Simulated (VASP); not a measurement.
# NbRu3C (Pm-3m) in VASP: further runs

NbRu3C is run at these levels: PBEsol; tasks: single point, relaxation of cell and atoms.

Everything below comes from runs of VASP 6.6.1. Logs are shortened: lines on timing, memory, paths and dates and some standing lists are left out, and cuts for length are marked.

## Step 1: The cell of the first run

Symmetry: Pm-3m, No. 221, cubic system. Conventional cell: a = 4.009 Å, b = 4.009 Å, c = 4.009 Å, α = 90.00°, β = 90.00°, γ = 90.00°. Within 2.7 Å of Ru (site symmetry 4/mmm) lie 2 C at 2.00 Å. Within 3.7 Å of Nb (site symmetry m-3m) lie 12 Ru at 2.83 Å and 8 C at 3.47 Å. Within 2.7 Å of C (site symmetry m-3m) lie 6 Ru at 2.00 Å.

## Step 2: Single point, PBEsol

The input, INCAR:

```
ALGO     = Normal         # electronic algorithm
EDIFF    = 1E-6           # SCF threshold, eV
ENCUT    = 520            # plane-wave cutoff, eV
GGA      = PS             # functional
ISIF     = 2              # what is computed and relaxed
ISMEAR   = -1             # smearing method
LASPH    = T              # aspherical terms in the spheres
LCHARG   = F              # write CHGCAR
LREAL    = F              # projectors in reciprocal space
LWAVE    = F              # write WAVECAR
NBANDS   = 38             # bands
NELM     = 80             # most SCF steps
PREC     = Accurate       # precision mode
SIGMA    = 0.05           # smearing width, eV
```

The input, KPOINTS:

```
k-points
0
Gamma
  7 7 7
```

The input, POSCAR:

```
NbRu3C
1.0
    4.0087269049      0.0000000000      0.0000000000
    0.0000000000      4.0087269049      0.0000000000
    0.0000000000      0.0000000000      4.0087269049
Ru Nb C
3 1 1
Direct
    0.5000000000      0.5000000000      0.0000000000
    0.5000000000      0.0000000000      0.5000000000
    0.0000000000      0.5000000000      0.5000000000
    0.0000000000      0.0000000000      0.0000000000
    0.5000000000      0.5000000000      0.5000000000
```

Potentials or basis: VASP PAW PBE potentials, release 64 (Ru_pv, Nb_sv, C).

Command:

```
$ cat potpaw_PBE.64/Ru_pv/POTCAR potpaw_PBE.64/Nb_sv/POTCAR potpaw_PBE.64/C/POTCAR > POTCAR
$ mpirun -np 1 vasp_std > vasp.out
```

OUTCAR:

```text
EDIFF = 1E-6
   ENCUT = 520
   GGA = PS
   ISIF = 2
   ISMEAR = -1
   LASPH = T
   LREAL = F
   NELM = 80
   PREC = Accurate

 ion  position               nearest neighbor table
   1  0.500  0.500  0.000-   5 2.00   5 2.00   4 2.83   2 2.83   2 2.83   3 2.83   3 2.83   2 2.83
                             4 2.83   2 2.83   3 2.83   4 2.83   3 2.83   4 2.83
   2  0.500  0.000  0.500-   5 2.00   5 2.00   4 2.83   1 2.83   1 2.83   4 2.83   1 2.83   3 2.83
                             3 2.83   1 2.83   3 2.83   4 2.83   4 2.83   3 2.83
   3  0.000  0.500  0.500-   5 2.00   5 2.00   4 2.83   1 2.83   1 2.83   4 2.83   2 2.83   4 2.83
                             4 2.83   1 2.83   2 2.83   2 2.83   1 2.83   2 2.83
   4  0.000  0.000  0.000-   1 2.83   2 2.83   3 2.83   2 2.83   3 2.83   1 2.83   3 2.83   3 2.83
                             1 2.83   2 2.83   2 2.83   1 2.83
   5  0.500  0.500  0.500-   1 2.00   2 2.00   3 2.00   1 2.00   2 2.00   3 2.00

  LATTYP: Found a simple cubic cell.
 ALAT       =     4.0087269049

  Lattice vectors:

 A1 = (   4.0087269049,   0.0000000000,   0.0000000000)
 A2 = (   0.0000000000,   4.0087269049,   0.0000000000)
 A3 = (   0.0000000000,   0.0000000000,   4.0087269049)

Analysis of symmetry for initial positions (statically):
=====================================================================
 Subroutine PRICEL returns:
 Original cell was already a primitive cell.

 Routine SETGRP: Setting up the symmetry group for a
 simple cubic supercell.

 Subroutine GETGRP returns: Found 48 space group operations
 (whereof 48 operations were pure point group operations)
 out of a pool of 48 trial point group operations.

The static configuration has the point symmetry O_h .

Analysis of symmetry for dynamics (positions and initial velocities):
=====================================================================
 Subroutine PRICEL returns:
 Original cell was already a primitive cell.

 Routine SETGRP: Setting up the symmetry group for a
 simple cubic supercell.

 Subroutine GETGRP returns: Found 48 space group operations
 (whereof 48 operations were pure point group operations)
 out of a pool of 48 trial point group operations.

The dynamic configuration has the point symmetry O_h .

 Subroutine INISYM returns: Found 48 space group operations
 (whereof 48 operations are pure point group operations),
 and found     1 'primitive' translations

----------------------------------------------------------------------------------------

[... 95 lines left out ...]
   EDIFFG = 0.1E-04   stopping-criterion for IOM
   NSW    =      0    number of steps for IOM
   IBRION =     -1    ionic relax: 0-MD 1-quasi-New 2-CG
   NFREE  =      0    steps in history (QN), initial steepest desc. (CG)
   ISIF   =      2    stress and relaxation
   ISYM   =      2    0-nonsym 1-usesym 2-fastsym
   POTIM  = 0.5000    time-step for ionic-motion
   TEBEG  =    0.0;   TEEND  =   0.0 temperature during run
   PSTRESS=    0.0 pullay stress
   NELECT =      59.0000    total number of electrons
   NUPDOWN=      -1.0000    fix difference up-down
   EMIN   =  10.00;   EMAX   =-10.00  energy-range for DOS
   EFERMI =   0.00;   METHOD = LEGACY
   ISMEAR =    -1;   SIGMA  =   0.05  broadening in eV -4-tet -1-fermi 0-gaus
   EFERMI_NEDOS =   21; number of points for ismear=-14 and -15
   IALGO  =     38    algorithm
   IMIX   =      4    mixing-type and parameters
     AMIX     =   0.40;   BMIX     =  1.00
     AMIX_MAG =   1.60;   BMIX_MAG =  1.00
  volume/ion in A,a.u.               =      12.88        86.95
  Fermi-wavevector in a.u.,A,eV,Ry     =   1.589836  3.004355 34.389799  2.527579
  Thomas-Fermi vector in A             =   2.688624
   LORBIT       =      0    0 simple, 1 ext, 2 COOP (PROOUT), +10 PAW based schemes
   GGA     = PS    functional components
   LHFCALC =     F    Hartree Fock is set to
   AEXX    =    0.0000 exact exchange contribution
   IVDW    =     0    specifies the selected vdW correction
   LEPSILON=     F    determine dielectric tensor
   LRPA    =     F    only Hartree local field effects (RPA)
 non-spin polarized calculation
  energy-cutoff  :      520.00
  volume of cell :       64.42
 maximum number of plane-waves:      1759
 NGX is ok and might be reduce to    30
   NGX = 15   NGY = 15   NGZ = 15

 number of electron      59.0000013 magnetization

 Free energy of the ion-electron system (eV)
  ---------------------------------------------------
  ext. energy  EPLUGINS =         0.00000000
  ---------------------------------------------------
  free energy    TOTEN  =       -51.43074324 eV

  energy without entropy =      -51.41050134  energy(sigma->0) =      -51.42062229

 E-fermi :  12.6979     XC(G=0): -13.7278

 val. band max:       12.6351444174   @ k =   0.4286   0.1429   0.1429
 cond. band min:      12.7086789630   @ k =   0.4286   0.1429   0.1429
 fundamental gap:      0.0735345456
 Fermi energy:        12.6978813712

 k-point     1 :       0.0000    0.0000    0.0000
  band No.  band energies     occupation
      1     -43.1923      2.00000
      2     -31.1034      2.00000
      3     -31.1034      2.00000
      4     -31.1034      2.00000
      5     -30.3809      2.00000
      6     -30.3809      2.00000
[... 809 lines left out ...]
     37      15.3845      0.00000
     38      18.2639      0.00000

------------------------ aborting loop because EDIFF is reached ----------------------------------------

  FORCE on cell =-STRESS in cart. coord.  units (eV):
  Direction    XX          YY          ZZ          XY          YZ          ZX
  --------------------------------------------------------------------------------------
  -------------------------------------------------------------------------------------
  Total       -0.0409058     -0.0409058     -0.0409058      0.0000000      0.0000000      0.0000000
  in kB       -1.0173633     -1.0173633     -1.0173633      0.0000000      0.0000000      0.0000000
  external PRESSURE =      -1.0173633 kB  Pullay stress =       0.0000000 kB

 VOLUME and BASIS-vectors are now :
 -----------------------------------------------------------------------------
  energy-cutoff  :      520.00
  volume of cell :       64.42
      direct lattice vectors                 reciprocal lattice vectors
     4.008726905  0.000000000  0.000000000     0.249455756  0.000000000  0.000000000
     0.000000000  4.008726905  0.000000000     0.000000000  0.249455756  0.000000000
     0.000000000  0.000000000  4.008726905     0.000000000  0.000000000  0.249455756

 POSITION                                       TOTAL-FORCE (eV/Angst)
 -----------------------------------------------------------------------------------
      2.00436      2.00436      0.00000         0.000000      0.000000      0.000000
      2.00436      0.00000      2.00436         0.000000      0.000000      0.000000
      0.00000      2.00436      2.00436         0.000000      0.000000      0.000000
      0.00000      0.00000      0.00000         0.000000      0.000000      0.000000
      2.00436      2.00436      2.00436         0.000000      0.000000      0.000000
 -----------------------------------------------------------------------------------
    total drift:                                0.000000      0.000000     -0.000000

  FREE ENERGIE OF THE ION-ELECTRON SYSTEM (eV)
  ---------------------------------------------------
  free  energy   TOTEN  =       -51.4307432414 eV

  energy  without entropy=      -51.4105013442  energy(sigma->0) =      -51.42062229
```

It took 46 s on 1 thread of Intel Xeon Platinum 8259CL at 2.50GHz (Skylake/Cascade Lake), shared host; peak memory 0.19 GiB.

What came out:

```
Free energy : -51.4307 eV
Pressure    : -0.1 GPa
```

Levels at points of the mesh, in eV from the Fermi level:
```csv
k point,band 27,band 28,band 29,band 30,band 31,band 32
"(0.00, 0.00, 0.00)",-1.47,-1.47,0.68,0.71,0.71,0.71
```

Caveat: the PAW data sets were made with another functional, which shifts forces and pressure a little.

## Step 3: Single point, PBEsol

This run uses another cell than the first one, of 13.44 Å³/atom, 1.043 times its volume.

The input, INCAR:

```
SYSTEM = NbRu3C
  PREC = Accurate
  ENCUT = 520
  EDIFF = 1E-6
  ISMEAR = -1
  SIGMA = 0.05
  LREAL = .FALSE.
  LASPH = .TRUE.
  NELM = 80
  ALGO = Normal
  ISIF = 2
  LWAVE = .FALSE.
  LCHARG = .FALSE.
  GGA = PS
  NBANDS = 38
```

The input, KPOINTS:

```
regular mesh
0
G
  7 7 7
  0 0 0
```

Changes to POSCAR since step 2:

```diff
@@ -2,5 +2,5 @@
 1.0
-    4.0087269049      0.0000000000      0.0000000000
-    0.0000000000      4.0087269049      0.0000000000
-    0.0000000000      0.0000000000      4.0087269049
+    4.0651380000      0.0000000000      0.0000000000
+    0.0000000000      4.0651380000      0.0000000000
+    0.0000000000      0.0000000000      4.0651380000
 Ru Nb C
```

Potentials or basis: VASP PAW PBE potentials, release 64 (Ru_pv, Nb_sv, C).

Command:

```
$ cat potpaw_PBE.64/Ru_pv/POTCAR potpaw_PBE.64/Nb_sv/POTCAR potpaw_PBE.64/C/POTCAR > POTCAR
$ mpirun -np 1 vasp_std > vasp.out
```

OUTCAR:

```text
SYSTEM = NbRu3C
   PREC = Accurate
   ENCUT = 520
   EDIFF = 1E-6
   ISMEAR = -1
   LREAL = .FALSE.
   LASPH = .TRUE.
   NELM = 80
   ISIF = 2
   GGA = PS

 ion  position               nearest neighbor table
   1  0.500  0.500  0.000-   5 2.03   5 2.03   4 2.87   2 2.87   2 2.87   3 2.87   3 2.87   2 2.87
                             4 2.87   2 2.87   3 2.87   4 2.87   3 2.87   4 2.87
   2  0.500  0.000  0.500-   5 2.03   5 2.03   4 2.87   1 2.87   1 2.87   4 2.87   1 2.87   3 2.87
                             3 2.87   1 2.87   3 2.87   4 2.87   4 2.87   3 2.87
   3  0.000  0.500  0.500-   5 2.03   5 2.03   4 2.87   1 2.87   1 2.87   4 2.87   2 2.87   4 2.87
                             4 2.87   1 2.87   2 2.87   2 2.87   1 2.87   2 2.87
   4  0.000  0.000  0.000-   1 2.87   2 2.87   3 2.87   2 2.87   3 2.87   1 2.87   3 2.87   3 2.87
                             1 2.87   2 2.87   2 2.87   1 2.87
   5  0.500  0.500  0.500-   1 2.03   2 2.03   3 2.03   1 2.03   2 2.03   3 2.03

  LATTYP: Found a simple cubic cell.
 ALAT       =     4.0651380000

  Lattice vectors:

 A1 = (   4.0651380000,   0.0000000000,   0.0000000000)
 A2 = (   0.0000000000,   4.0651380000,   0.0000000000)
 A3 = (   0.0000000000,   0.0000000000,   4.0651380000)
[... 179 lines left out ...]
 cond. band min:      11.9862446500   @ k =   0.4286   0.1429   0.1429
 fundamental gap:      0.0501771300
 Fermi energy:        11.9836283599

 k-point     1 :       0.0000    0.0000    0.0000
  band No.  band energies     occupation
      1     -43.9648      2.00000
      2     -31.6813      2.00000
      3     -31.6813      2.00000
      4     -31.6813      2.00000
      5     -31.0158      2.00000
      6     -31.0158      2.00000
[... 809 lines left out ...]
     37      14.5158      0.00000
     38      17.2455      0.00000

------------------------ aborting loop because EDIFF is reached ----------------------------------------

  FORCE on cell =-STRESS in cart. coord.  units (eV):
  Direction    XX          YY          ZZ          XY          YZ          ZX
  --------------------------------------------------------------------------------------
  -------------------------------------------------------------------------------------
  Total       -4.9920146     -4.9920146     -4.9920146     -0.0000000     -0.0000000      0.0000000
  in kB     -119.0585395   -119.0585395   -119.0585395     -0.0000000     -0.0000000      0.0000000
  external PRESSURE =    -119.0585395 kB  Pullay stress =       0.0000000 kB

 VOLUME and BASIS-vectors are now :
 -----------------------------------------------------------------------------
  energy-cutoff  :      520.00
  volume of cell :       67.18
      direct lattice vectors                 reciprocal lattice vectors
     4.065138000  0.000000000  0.000000000     0.245994109  0.000000000  0.000000000
     0.000000000  4.065138000  0.000000000     0.000000000  0.245994109  0.000000000
     0.000000000  0.000000000  4.065138000     0.000000000  0.000000000  0.245994109

 POSITION                                       TOTAL-FORCE (eV/Angst)
 -----------------------------------------------------------------------------------
      2.03257      2.03257      0.00000         0.000000      0.000000      0.000000
      2.03257      0.00000      2.03257         0.000000      0.000000      0.000000
      0.00000      2.03257      2.03257         0.000000      0.000000      0.000000
      0.00000      0.00000      0.00000         0.000000      0.000000      0.000000
      2.03257      2.03257      2.03257         0.000000      0.000000      0.000000
 -----------------------------------------------------------------------------------
    total drift:                                0.000000      0.000000     -0.000000

  FREE ENERGIE OF THE ION-ELECTRON SYSTEM (eV)
  ---------------------------------------------------
  free  energy   TOTEN  =       -51.3257762240 eV

  energy  without entropy=      -51.3029269259  energy(sigma->0) =      -51.31435157
```

OSZICAR:

```text
N       E                     dE             d eps       ncg     rms          rms(c)
DAV:   1     0.715116012734E+03    0.71512E+03   -0.34583E+04  1520   0.166E+03
DAV:   2    -0.206417766757E+02   -0.73576E+03   -0.71642E+03  1628   0.562E+02
DAV:   3    -0.546402951067E+02   -0.33999E+02   -0.32612E+02  2284   0.114E+02
DAV:   4    -0.562829310582E+02   -0.16426E+01   -0.16245E+01  2120   0.217E+01
DAV:   5    -0.563481098064E+02   -0.65179E-01   -0.64995E-01  2276   0.401E+00    0.329E+01
DAV:   6    -0.516451802445E+02    0.47029E+01   -0.22690E+01  1992   0.269E+01    0.717E+00
DAV:   7    -0.514109914152E+02    0.23419E+00   -0.21675E+00  2176   0.780E+00    0.628E+00
DAV:   8    -0.514264727859E+02   -0.15481E-01   -0.12043E+00  1960   0.491E+00    0.399E+00
DAV:   9    -0.513315884601E+02    0.94884E-01   -0.45131E-01  2136   0.293E+00    0.156E+00
DAV:  10    -0.513261553605E+02    0.54331E-02   -0.38847E-02  2096   0.105E+00    0.451E-01
DAV:  11    -0.513258474471E+02    0.30791E-03   -0.69964E-03  2142   0.592E-01    0.695E-02
DAV:  12    -0.513257803097E+02    0.67137E-04   -0.88598E-04  2156   0.181E-01    0.541E-02
DAV:  13    -0.513257766528E+02    0.36569E-05   -0.59909E-05  1884   0.443E-02    0.133E-02
DAV:  14    -0.513257762240E+02    0.42879E-06   -0.49449E-06  1858   0.127E-02
   1 F= -.51325776E+02 E0= -.51314352E+02  d E =-.228493E-01
```

stdout:

```text
POSCAR found type information on POSCAR RuNbC
 POSCAR found :  3 types and       5 ions
 scaLAPACK will be used
 -----------------------------------------------------------------------------
|                                                                             |
|                                                                             |
|     You enforced a specific xc type in the INCAR file but a different       |
|     I HOPE YOU KNOW WHAT YOU ARE DOING!                                     |
|                                                                             |
 -----------------------------------------------------------------------------

 LDA part: xc-table for (Slater+PW92), standard interpolation
 POSCAR, INCAR and KPOINTS ok, starting setup
 FFT: planning ... GRIDC
 FFT: planning ... GRID_SOFT
 FFT: planning ... GRID
 WAVECAR not read
 entering main loop
```

Wall time 67 s (1 thread of AMD EPYC 7R43 (Zen 3), shared host); peak memory 0.16 GiB.

What came out:

* Free energy: -51.3258 eV
* Pressure: -11.9 GPa

Caveat: the PAW data sets were made with another functional, which shifts forces and pressure a little.

(Continued in part 2 of 2.)
